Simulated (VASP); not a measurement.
## BN: single point with r2SCAN

Crystal: BN.

```
CELL_PARAMETERS angstrom
2.50084 0.00000 0.00000
-1.25042 2.16579 0.00000
0.00000 0.00000 6.89313
ATOMIC_POSITIONS crystal
B 0.33333 0.66667 0.25000
B 0.66667 0.33333 0.75000
N 0.66667 0.33333 0.25000
N 0.33333 0.66667 0.75000
```

```
Program                : VASP 6.6.1
Task                   : single point
Functional             : r2SCAN
Potentials or basis    : VASP PAW PBE potentials, release 64 (B, N)
Cutoff                 : 520 eV
k mesh                 : 9 × 9 × 4
Occupations            : gaussian, width 0.01 eV
Spin                   : no spin polarisation
Dipole correction      : no
Further INCAR settings : ALGO = Normal; EDIFF = 1e-06; NBANDS = 16
```

```yaml
Pressure: 0.4 GPa
Band_gap_on_the_k_mesh: 5.06 eV, indirect (least direct gap 5.37 eV)
```

Stress tensor (GPa, compression positive):
```
 0.73  0.00  0.00
 0.00  0.73  0.00
 0.00  0.00 -0.30
```

Levels at points of the mesh, in eV from the valence-band top:
| k point | band 5 | band 6 | band 7 | band 8 | band 9 | band 10 | band 11 | band 12 |
| --- | --- | --- | --- | --- | --- | --- | --- | --- |
| (0.00, 0.00, 0.00) | -1.35 | -1.35 | -1.32 | -1.32 | 5.38 | 10.57 | 12.34 | 12.34 |
| (0.00, 0.00, 0.50) | -1.34 | -1.34 | -1.34 | -1.34 | 7.67 | 7.67 | 12.39 | 12.39 |

Wall time 2.2 min on 1 thread of AMD EPYC 7R13 (shared host), peak memory 0.13 GiB.

Caveat: the PAW data sets were made with another functional, which shifts forces and pressure a little. r2SCAN opens gaps a little over a GGA but as a rule still falls short of measured ones.
